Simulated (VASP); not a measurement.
# Au (Pm-3m) in VASP: notebook, part 3 of 3

VASP 6.6.1. Earlier steps stand in the parts before.

**7. Single point, revPBE**

This run uses another cell than the first one, of 21.25 Å³/atom, 1.042 times its volume.

File INCAR:

```
SYSTEM = Au
PREC     = Accurate       ! precision mode
ENCUT    = 520            ! plane-wave cutoff, eV
EDIFF    = 1E-6           ! SCF threshold, eV
ISMEAR   = -1             ! smearing method
SIGMA    = 0.1            ! smearing width, eV
LREAL    = .False.        ! projectors in reciprocal space
LASPH    = .True.         ! aspherical terms in the spheres
NELM     = 80             ! most SCF steps
ALGO     = Normal         ! electronic algorithm
ISIF     = 2              ! what is computed and relaxed
LWAVE    = .False.        ! write WAVECAR
LCHARG   = .True.         ! write CHGCAR
GGA      = RE             ! functional
LELF     = .True.         ! ELF
LVHAR    = .True.       
NBANDS   = 12             ! bands
```

File KPOINTS:

```
Automatic mesh
0
Gamma
  19 19 19
  0 0 0
```

File POSCAR:

```
Au
1.0
    2.7699203002      0.0000000000      0.0000000000
    0.0000000000      2.7699203002      0.0000000000
    0.0000000000      0.0000000000      2.7699203002
Au
1
Direct
    0.0000000000      0.0000000000      0.0000000000
```

Potentials or basis: VASP PAW PBE potentials, release 64 (Au).

Command:

```bash
$ cat potpaw_PBE.64/Au/POTCAR > POTCAR
$ mpirun -np 1 vasp_std > vasp.out
```

OUTCAR:

```text
SYSTEM = Au
   PREC = Accurate
   ENCUT = 520
   EDIFF = 1E-6
   ISMEAR = -1
   LREAL = .False.
   LASPH = .True.
   NELM = 80
   ISIF = 2
   GGA = RE

 ion  position               nearest neighbor table
   1  0.000  0.000  0.000-

  LATTYP: Found a simple cubic cell.
 ALAT       =     2.7699203002

  Lattice vectors:

 A1 = (   2.7699203002,   0.0000000000,   0.0000000000)
 A2 = (   0.0000000000,   2.7699203002,   0.0000000000)
 A3 = (   0.0000000000,   0.0000000000,   2.7699203002)

Analysis of symmetry for initial positions (statically):
=====================================================================
 Subroutine PRICEL returns:
 Original cell was already a primitive cell.

 Routine SETGRP: Setting up the symmetry group for a
 simple cubic supercell.

 Subroutine GETGRP returns: Found 48 space group operations
 (whereof 48 operations were pure point group operations)
 out of a pool of 48 trial point group operations.

The static configuration has the point symmetry O_h .

Analysis of symmetry for dynamics (positions and initial velocities):
=====================================================================
[... 160 lines left out ...]
 fundamental gap:      0.0750568667
 Fermi energy:         6.0521045125

 k-point     1 :       0.0000    0.0000    0.0000
  band No.  band energies     occupation
      1      -1.4695      2.00000
      2       0.6075      2.00000
      3       0.6075      2.00000
      4       4.5925      2.00000
      5       4.5925      2.00000
      6       4.5925      2.00000
      7      19.7944      0.00000
      8      19.7944      0.00000
      9      19.7944      0.00000
     10      24.4886      0.00000
     11      26.8744      0.00000
     12      26.8744      0.00000
[... 331 lines left out ...]
 k-point    24 :       0.3158    0.1053    0.0000
  band No.  band energies     occupation
      1       0.2783      2.00000
      2       1.0534      2.00000
      3       2.6929      2.00000
      4       3.6263      2.00000
      5       3.6696      2.00000
      6       4.5310      2.00000
      7      12.1670      0.00000
      8      20.4589      0.00000
      9      23.3437      0.00000
     10      23.7325      0.00000
     11      26.4176      0.00000
     12      30.5413      0.00000

 [... further k-points ...]
[... 5 lines left out ...]
  --------------------------------------------------------------------------------------
  -------------------------------------------------------------------------------------
  Total       -0.0217709     -0.0217709     -0.0217709      0.0000000     -0.0000000      0.0000000
  in kB       -1.6412897     -1.6412897     -1.6412897      0.0000000     -0.0000000      0.0000000
  external PRESSURE =      -1.6412897 kB  Pullay stress =       0.0000000 kB

 VOLUME and BASIS-vectors are now :
 -----------------------------------------------------------------------------
  energy-cutoff  :      520.00
  volume of cell :       21.25
      direct lattice vectors                 reciprocal lattice vectors
     2.769920300  0.000000000  0.000000000     0.361021218  0.000000000  0.000000000
     0.000000000  2.769920300  0.000000000     0.000000000  0.361021218  0.000000000
     0.000000000  0.000000000  2.769920300     0.000000000  0.000000000  0.361021218

 POSITION                                       TOTAL-FORCE (eV/Angst)
 -----------------------------------------------------------------------------------
      0.00000      0.00000      0.00000         0.000000      0.000000      0.000000
 -----------------------------------------------------------------------------------
    total drift:                                0.000000     -0.000000      0.000000

  FREE ENERGIE OF THE ION-ELECTRON SYSTEM (eV)
  ---------------------------------------------------
  free  energy   TOTEN  =        -2.5655688784 eV

  energy  without entropy=       -2.5558326289  energy(sigma->0) =       -2.56070075
```

OSZICAR:

```text
N       E                     dE             d eps       ncg     rms          rms(c)
DAV:   1     0.483844792285E+02    0.48384E+02   -0.54705E+03  5560   0.795E+02
DAV:   2    -0.212121131885E+01   -0.50506E+02   -0.47599E+02  6140   0.178E+02
DAV:   3    -0.279389732920E+01   -0.67269E+00   -0.67188E+00  6292   0.198E+01
DAV:   4    -0.279686354345E+01   -0.29662E-02   -0.29661E-02  6080   0.149E+00
DAV:   5    -0.279689328269E+01   -0.29739E-04   -0.29739E-04  6296   0.149E-01    0.597E+00
DAV:   6    -0.257437408373E+01    0.22252E+00   -0.74355E-01  5624   0.656E+00    0.426E+00
DAV:   7    -0.256709575173E+01    0.72783E-02   -0.17188E-02  6252   0.106E+00    0.239E+00
DAV:   8    -0.256556082062E+01    0.15349E-02   -0.12378E-03  5916   0.270E-01    0.921E-02
DAV:   9    -0.256555985881E+01    0.96181E-06   -0.70186E-05  5964   0.643E-02    0.146E-02
DAV:  10    -0.256556891692E+01   -0.90581E-05   -0.80293E-06  6048   0.263E-02    0.127E-03
DAV:  11    -0.256556887842E+01    0.38509E-07   -0.72371E-08  3304   0.181E-03
   1 F= -.25655689E+01 E0= -.25607008E+01  d E =-.973625E-02
```

Wall time 18 s (1 thread of Intel Xeon Platinum 8488C (Sapphire Rapids), shared host); peak memory 0.17 GiB.

What came out:

```
Free energy : -2.5656 eV
Pressure    : -0.2 GPa
```

Levels at points of the mesh, in eV from the Fermi level:
```
           k point  band 3  band 4  band 5  band 6  band 7  band 8  band 9  band 10
(0.00, 0.00, 0.00)   -5.44   -1.46   -1.46   -1.46   13.74   13.74   13.74    18.44
```

Caveat: the PAW data sets were made with another functional, which shifts forces and pressure a little; spin-orbit coupling is left out, which moves the levels of the heavy elements.

**8. Summary**

| cell | k mesh | gap on the mesh (eV) | pressure (GPa) |
| --- | --- | --- | --- |
| a = 2.732 Å, 1 atom | 13 × 13 × 13 | none | 4.1 |
| a = 2.770 Å, 1 atom | 13 × 13 × 13 | none | -0.2 |
| a = 2.806 Å, 1 atom | 13 × 13 × 13 | none | -3.4 |
| a = 2.842 Å, 1 atom | 13 × 13 × 13 | none | -5.9 |
| a = 2.877 Å, 1 atom | 13 × 13 × 13 | none | -7.7 |
| a = 2.770 Å, 1 atom | 19 × 19 × 19 | none | -0.2 |

Alike in all rows: task single point; level revPBE; potentials or basis VASP PAW PBE potentials, release 64 (Au); no spin polarisation; cutoff (eV) 520; smearing fermi-dirac 0.1 eV.

Caveats: the PAW data sets were made with another functional, which shifts forces and pressure a little; spin-orbit coupling is left out, which moves the levels of the heavy elements.

Total energies depend on the potentials used, so only differences within one code and one set of settings carry meaning.
